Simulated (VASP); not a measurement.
# Si (P6/mmm) in VASP: further runs

Si is run at these levels: LDA; tasks: single point.

Everything below comes from runs of VASP 6.6.1. Logs are shortened: lines on timing, memory, paths and dates and some standing lists are left out, and cuts for length are marked.

**1. The cell of the first run**

It takes space group P6/mmm (No. 191, hexagonal). Conventional cell: a = 2.621 Å, b = 2.621 Å, c = 2.454 Å, α = 90.00°, β = 90.00°, γ = 120.00°. Within 3.2 Å of Si (site symmetry 6/mmm) lie 8 Si at 2.45 to 2.62 Å.

This isn't the form of Si at room conditions, which is diamond.

**2. Single point, LDA (strain -0.0050 x Voigt [0, 0, 1, 0, 0, 0])**

Input file INCAR:

```
SYSTEM = Si
PREC = Accurate
ENCUT = 520
EDIFF = 1E-6
ISMEAR = 0
SIGMA = 0.15
LREAL = .False.
LASPH = .True.
NELM = 100
ALGO = Normal
ISIF = 2
LWAVE = .False.
LCHARG = .False.
GGA = CA
NBANDS = 8
```

Input file KPOINTS:

```
regular mesh
0
Gamma
  24 24 20
  0 0 0
```

Input file POSCAR:

```
Si
1.0
    2.6205428149      0.0000000000      0.0000000000
   -1.3102714075      2.2694566494      0.0000000000
    0.0000000000      0.0000000000      2.4540226180
Si
1
Direct
    0.0000000000      0.0000000000      0.0000000000
```

Potentials or basis: VASP PAW LDA potentials, release 64 (Si).

On the command line:

```sh
> cat potpaw_LDA.64/Si/POTCAR > POTCAR
> mpirun -np 1 vasp_std > vasp.out
```

OUTCAR:

```text
SYSTEM = Si
   PREC = Accurate
   ENCUT = 520
   EDIFF = 1E-6
   ISMEAR = 0
   LREAL = .False.
   LASPH = .True.
   NELM = 100
   ISIF = 2
   GGA = CA

 ion  position               nearest neighbor table
   1  0.000  0.000  0.000-

  LATTYP: Found a hexagonal cell.
 ALAT       =     2.6205428149
 C/A-ratio  =     0.9364558381

  Lattice vectors:

 A1 = (   2.6205428149,   0.0000000000,   0.0000000000)
 A2 = (  -1.3102714075,   2.2694566494,   0.0000000000)
 A3 = (   0.0000000000,   0.0000000000,   2.4540226180)

Analysis of symmetry for initial positions (statically):
=====================================================================
 Subroutine PRICEL returns:
 Original cell was already a primitive cell.

 Routine SETGRP: Setting up the symmetry group for a
 hexagonal supercell.

 Subroutine GETGRP returns: Found 24 space group operations
 (whereof 24 operations were pure point group operations)
 out of a pool of 24 trial point group operations.

The static configuration has the point symmetry D_6h.

Analysis of symmetry for dynamics (positions and initial velocities):
=====================================================================
 Subroutine PRICEL returns:
 Original cell was already a primitive cell.

 Routine SETGRP: Setting up the symmetry group for a
 hexagonal supercell.

 Subroutine GETGRP returns: Found 24 space group operations
 (whereof 24 operations were pure point group operations)
 out of a pool of 24 trial point group operations.

The dynamic configuration has the point symmetry D_6h.

 Subroutine INISYM returns: Found 24 space group operations
 (whereof 24 operations are pure point group operations),
 and found     1 'primitive' translations

----------------------------------------------------------------------------------------

                                     Primitive cell

  volume of cell :      14.5946

  direct lattice vectors                    reciprocal lattice vectors
     2.620542815  0.000000000  0.000000000     0.381600329  0.220317053  0.000000000
    -1.310271407  2.269456649  0.000000000     0.000000000  0.440634105  0.000000000
     0.000000000  0.000000000  2.454022618     0.000000000  0.000000000  0.407494207

  length of vectors
     2.620542815  2.620542815  2.454022618     0.440634105  0.440634105  0.407494207

  position of ions in fractional coordinates (direct lattice)
     0.000000000  0.000000000  0.000000000

[... 77 lines left out ...]
   EDIFFG = 0.1E-04   stopping-criterion for IOM
   NSW    =      0    number of steps for IOM
   IBRION =     -1    ionic relax: 0-MD 1-quasi-New 2-CG
   NFREE  =      0    steps in history (QN), initial steepest desc. (CG)
   ISIF   =      2    stress and relaxation
   ISYM   =      2    0-nonsym 1-usesym 2-fastsym
   POTIM  = 0.5000    time-step for ionic-motion
   TEBEG  =    0.0;   TEEND  =   0.0 temperature during run
   PSTRESS=    0.0 pullay stress
   NELECT =       4.0000    total number of electrons
   NUPDOWN=      -1.0000    fix difference up-down
   EMIN   =  10.00;   EMAX   =-10.00  energy-range for DOS
   EFERMI =   0.00;   METHOD = LEGACY
   ISMEAR =     0;   SIGMA  =   0.15  broadening in eV -4-tet -1-fermi 0-gaus
   EFERMI_NEDOS =   21; number of points for ismear=-14 and -15
   IALGO  =     38    algorithm
   IMIX   =      4    mixing-type and parameters
     AMIX     =   0.40;   BMIX     =  1.00
     AMIX_MAG =   1.60;   BMIX_MAG =  1.00
  volume/ion in A,a.u.               =      14.59        98.49
  Fermi-wavevector in a.u.,A,eV,Ry     =   1.063402  2.009539 15.385800  1.130824
  Thomas-Fermi vector in A             =   2.198886
   LORBIT       =      0    0 simple, 1 ext, 2 COOP (PROOUT), +10 PAW based schemes
   GGA     = CA    functional components
   LHFCALC =     F    Hartree Fock is set to
   AEXX    =    0.0000 exact exchange contribution
   IVDW    =     0    specifies the selected vdW correction
   LEPSILON=     F    determine dielectric tensor
   LRPA    =     F    only Hartree local field effects (RPA)
 non-spin polarized calculation
 Gauss-broadening in eV      SIGMA  =   0.15
  energy-cutoff  :      520.00
  volume of cell :       14.59
 maximum number of plane-waves:       407
 NGX is ok and might be reduce to    20
   NGX =  9   NGY =  9   NGZ =  9

 number of electron       4.0000000 magnetization

 Free energy of the ion-electron system (eV)
  ---------------------------------------------------
  ext. energy  EPLUGINS =         0.00000000
  ---------------------------------------------------
  free energy    TOTEN  =        -5.73908475 eV

  energy without entropy =       -5.73433995  energy(sigma->0) =       -5.73671235

 E-fermi :   9.7560     XC(G=0): -11.1698

 val. band max:        9.7555286374   @ k =   0.4167   0.0000   0.5000
 cond. band min:       9.7623140083   @ k =   0.3750   0.2500   0.4000
 fundamental gap:      0.0067853710
 Fermi energy:         9.7560229863

 k-point     1 :       0.0000    0.0000    0.0000
  band No.  band energies     occupation
      1      -4.4113      2.00000
      2      17.3062      0.00000
      3      17.8458      0.00000
      4      19.9048      0.00000
      5      19.9048      0.00000
      6      21.9444      0.00000
      7      21.9444      0.00000
      8      27.4472      0.00000
[... 243 lines left out ...]
 k-point    24 :       0.4583    0.0417    0.0000
  band No.  band energies     occupation
      1       1.8205      2.00000
      2       3.2342      2.00000
      3      13.8450      0.00000
      4      17.2134      0.00000
      5      22.5633      0.00000
      6      25.1457      0.00000
      7      26.6012      0.00000
      8      29.0004      0.00000

 [... further k-points ...]

------------------------ aborting loop because EDIFF is reached ----------------------------------------

  FORCE on cell =-STRESS in cart. coord.  units (eV):
  Direction    XX          YY          ZZ          XY          YZ          ZX
  --------------------------------------------------------------------------------------
  -------------------------------------------------------------------------------------
  Total       -0.0361527     -0.0361527      0.0352937      0.0000000     -0.0000000      0.0000000
  in kB       -3.9688050     -3.9688050      3.8745084      0.0000000     -0.0000000      0.0000000
  external PRESSURE =      -1.3543672 kB  Pullay stress =       0.0000000 kB

 VOLUME and BASIS-vectors are now :
 -----------------------------------------------------------------------------
  energy-cutoff  :      520.00
  volume of cell :       14.59
      direct lattice vectors                 reciprocal lattice vectors
     2.620542815  0.000000000  0.000000000     0.381600329  0.220317053  0.000000000
    -1.310271407  2.269456649  0.000000000     0.000000000  0.440634105  0.000000000
     0.000000000  0.000000000  2.454022618     0.000000000  0.000000000  0.407494207

 POSITION                                       TOTAL-FORCE (eV/Angst)
 -----------------------------------------------------------------------------------
      0.00000      0.00000      0.00000        -0.000000      0.000000      0.000000
 -----------------------------------------------------------------------------------
    total drift:                               -0.000000     -0.000000      0.000000

  FREE ENERGIE OF THE ION-ELECTRON SYSTEM (eV)
  ---------------------------------------------------
  free  energy   TOTEN  =        -5.7390847527 eV

  energy  without entropy=       -5.7343399457  energy(sigma->0) =       -5.73671235
```

stdout:

```text
POSCAR found type information on POSCAR Si
 POSCAR found :  1 types and       1 ions
 scaLAPACK will be used
 LDA part: xc-table for (Slater(with rela. corr.)+CA(PZ))
 , standard interpolation
 POSCAR, INCAR and KPOINTS ok, starting setup
 FFT: planning ... GRIDC
 FFT: planning ... GRID_SOFT
 FFT: planning ... GRID
 WAVECAR not read
 entering main loop
```

Run time: 63 s. Hardware: 1 thread of Intel Xeon 8259CL, shared host; peak memory 0.17 GiB.

What came out:

```
Free energy            : -5.7391 eV
Pressure               : -0.1 GPa
Band gap on the k mesh : zero (bands 2 and 3 overlap by 12.17 eV)
```

Levels at points of the mesh, in eV from the Fermi level:
| k point | band 1 | band 2 | band 3 | band 4 | band 5 | band 6 | band 7 |
| --- | --- | --- | --- | --- | --- | --- | --- |
| (0.00, 0.00, 0.00) | -14.17 | 7.55 | 8.09 | 10.15 | 10.15 | 12.19 | 12.19 |
| (0.50, 0.00, 0.00) | -7.70 | -6.85 | 5.03 | 6.47 | 12.87 | 15.25 | 16.93 |
| (0.00, 0.00, 0.50) | -9.20 | -7.24 | 13.75 | 13.75 | 14.96 | 14.96 | 16.39 |
| (0.50, 0.00, 0.50) | -2.92 | -2.18 | -1.91 | 1.45 | 8.71 | 12.34 | 12.37 |

Caveat: the cell differs from its parent crystal (strain -0.0050 x Voigt [0, 0, 1, 0, 0, 0]).

**3. Single point, LDA (strain +0.0050 x Voigt [0, 0, 1, 0, 0, 0])**

Input file INCAR:

```
  PREC = Accurate
  ENCUT = 520
  EDIFF = 1E-6
  ISMEAR = 0
  SIGMA = 0.15
  LREAL = F
  LASPH = T
  NELM = 60
  ALGO = Normal
  ISIF = 2
  LWAVE = F
  LCHARG = T
  GGA = CA
  LELF = T
  LVHAR = T
  NBANDS = 8
```

Input file KPOINTS:

```
regular mesh
0
Gamma
  24 24 20
```

Changes to POSCAR since step 2:

```diff
@@ -4,3 +4,3 @@
    -1.3102714075      2.2694566494      0.0000000000
-    0.0000000000      0.0000000000      2.4540226180
+    0.0000000000      0.0000000000      2.4786861619
 Si
```

Potentials or basis: VASP PAW LDA potentials, release 64 (Si).

On the command line:

```sh
> cat potpaw_LDA.64/Si/POTCAR > POTCAR
> mpirun -np 1 vasp_std > vasp.out
```

OUTCAR:

```text
PREC = Accurate
   ENCUT = 520
   EDIFF = 1E-6
   ISMEAR = 0
   LREAL = F
   LASPH = T
   NELM = 60
   ISIF = 2
   GGA = CA

 ion  position               nearest neighbor table
   1  0.000  0.000  0.000-

  LATTYP: Found a hexagonal cell.
 ALAT       =     2.6205428149
 C/A-ratio  =     0.9458674546

  Lattice vectors:

 A1 = (   2.6205428149,   0.0000000000,   0.0000000000)
 A2 = (  -1.3102714075,   2.2694566494,   0.0000000000)
 A3 = (   0.0000000000,   0.0000000000,   2.4786861619)

Analysis of symmetry for initial positions (statically):
=====================================================================
 Subroutine PRICEL returns:
 Original cell was already a primitive cell.

 Routine SETGRP: Setting up the symmetry group for a
 hexagonal supercell.

 Subroutine GETGRP returns: Found 24 space group operations
 (whereof 24 operations were pure point group operations)
 out of a pool of 24 trial point group operations.

The static configuration has the point symmetry D_6h.

[... 160 lines left out ...]

 val. band max:        9.6069284729   @ k =   0.2500   0.0000   0.2500
 cond. band min:       9.6196810896   @ k =   0.3750   0.2500   0.4000
 fundamental gap:      0.0127526167
 Fermi energy:         9.6184258434

 k-point     1 :       0.0000    0.0000    0.0000
  band No.  band energies     occupation
      1      -4.4577      2.00000
      2      17.0691      0.00000
      3      17.3361      0.00000
      4      19.8564      0.00000
      5      19.8564      0.00000
      6      21.8782      0.00000
      7      21.8782      0.00000
      8      27.3805      0.00000
[... 243 lines left out ...]
 k-point    24 :       0.4583    0.0417    0.0000
  band No.  band energies     occupation
      1       1.7825      2.00000
      2       3.1802      2.00000
      3      13.7923      0.00000
      4      17.1518      0.00000
      5      22.0580      0.00000
      6      24.6909      0.00000
      7      26.2892      0.00000
      8      28.5207      0.00000

 [... further k-points ...]

------------------------ aborting loop because EDIFF is reached ----------------------------------------

  FORCE on cell =-STRESS in cart. coord.  units (eV):
  Direction    XX          YY          ZZ          XY          YZ          ZX
  --------------------------------------------------------------------------------------
  -------------------------------------------------------------------------------------
  Total       -0.0683699     -0.0683699     -0.2366557      0.0000000     -0.0000000      0.0000000
  in kB       -7.4308870     -7.4308870    -25.7212923      0.0000000     -0.0000000      0.0000000
  external PRESSURE =     -13.5276888 kB  Pullay stress =       0.0000000 kB

 VOLUME and BASIS-vectors are now :
 -----------------------------------------------------------------------------
  energy-cutoff  :      520.00
  volume of cell :       14.74
      direct lattice vectors                 reciprocal lattice vectors
     2.620542815  0.000000000  0.000000000     0.381600329  0.220317053  0.000000000
    -1.310271407  2.269456649  0.000000000     0.000000000  0.440634105  0.000000000
     0.000000000  0.000000000  2.478686162     0.000000000  0.000000000  0.403439538

 POSITION                                       TOTAL-FORCE (eV/Angst)
 -----------------------------------------------------------------------------------
      0.00000      0.00000      0.00000        -0.000000      0.000000      0.000000
 -----------------------------------------------------------------------------------
    total drift:                               -0.000000     -0.000000      0.000000

  FREE ENERGIE OF THE ION-ELECTRON SYSTEM (eV)
  ---------------------------------------------------
  free  energy   TOTEN  =        -5.7381280664 eV

  energy  without entropy=       -5.7334914304  energy(sigma->0) =       -5.73580975
```

stdout:

```text
POSCAR found type information on POSCAR Si
 POSCAR found :  1 types and       1 ions
 scaLAPACK will be used
 LDA part: xc-table for (Slater(with rela. corr.)+CA(PZ))
 , standard interpolation
 POSCAR, INCAR and KPOINTS ok, starting setup
 FFT: planning ... GRIDC
 FFT: planning ... GRID_SOFT
 FFT: planning ... GRID
 WAVECAR not read
 entering main loop
```

Wall time 69 s (1 thread of Intel Xeon 8259CL, shared host); peak memory 0.17 GiB.

Results:

- Free energy: -5.7381 eV
- Pressure: -1.4 GPa
- Band gap on the k mesh: zero (bands 2 and 3 overlap by 11.99 eV)

Stress tensor (GPa, compression positive):
```
-0.74  0.00  0.00
 0.00 -0.74  0.00
 0.00  0.00 -2.57
```

Levels at points of the mesh, in eV from the Fermi level:
```
           k point  band 1  band 2  band 3  band 4  band 5  band 6
(0.00, 0.00, 0.00)  -14.08    7.45    7.72   10.24   10.24   12.26
(0.50, 0.00, 0.00)   -7.60   -6.77    5.11    6.55   12.50   14.94
(0.00, 0.00, 0.50)   -9.29   -7.18   13.68   13.68   14.92   14.92
(0.50, 0.00, 0.50)   -2.99   -2.09   -2.01    1.49    8.64   12.27
```

Caveat: the cell differs from its parent crystal (strain +0.0050 x Voigt [0, 0, 1, 0, 0, 0]).
